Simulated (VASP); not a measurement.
The system is Rh.

```
Rh
1.0
     2.73098    0.00000    0.00000
    -1.36549    2.36510    0.00000
     0.00000    0.00000    4.42849
Rh
2
Direct
  0.66667 0.33333 0.75000
  0.33333 0.66667 0.25000
```

Base run:

```yaml
Program: VASP 6.6.1
Functional: r2SCAN
Potentials_or_basis: VASP PAW PBE potentials, release 64 (Rh_pv)
Cutoff: 520 eV
k_mesh: 12 × 12 × 6
Occupations: fermi-dirac, width 0.1 eV
Spin: no spin polarisation
```

Its results: band gap on the k mesh zero (band 15 reaches 11.71 eV, above the bottom of band 16 at 9.40 eV); pressure -8.3 GPa.

After a change of settings the same cell gave: band gap on the k mesh zero (band 15 reaches 11.59 eV, above the bottom of band 16 at 9.55 eV); pressure -9.1 GPa. Which change was it?
A. k mesh from 12 × 12 × 6 to 6 × 6 × 3; further incar settings from ALGO = Normal; EDIFF = 1e-06; NBANDS = 22 to ALGO = Normal; EDIFF = 1e-07; NBANDS = 22
B. k mesh from 12 × 12 × 6 to 4 × 4 × 3; further incar settings from ALGO = Normal; EDIFF = 1e-06; NBANDS = 22 to ALGO = Normal; EDIFF = 1e-07; NBANDS = 22
C. k mesh from 12 × 12 × 6 to 3 × 3 × 2
D. k mesh from 12 × 12 × 6 to 7 × 7 × 4; further incar settings from ALGO = Normal; EDIFF = 1e-06; NBANDS = 22 to ALGO = Normal; EDIFF = 1e-07; NBANDS = 22

D.

Caveats: some runs use coarse meshes; the PAW data sets were made with another functional, which shifts forces and pressure a little.
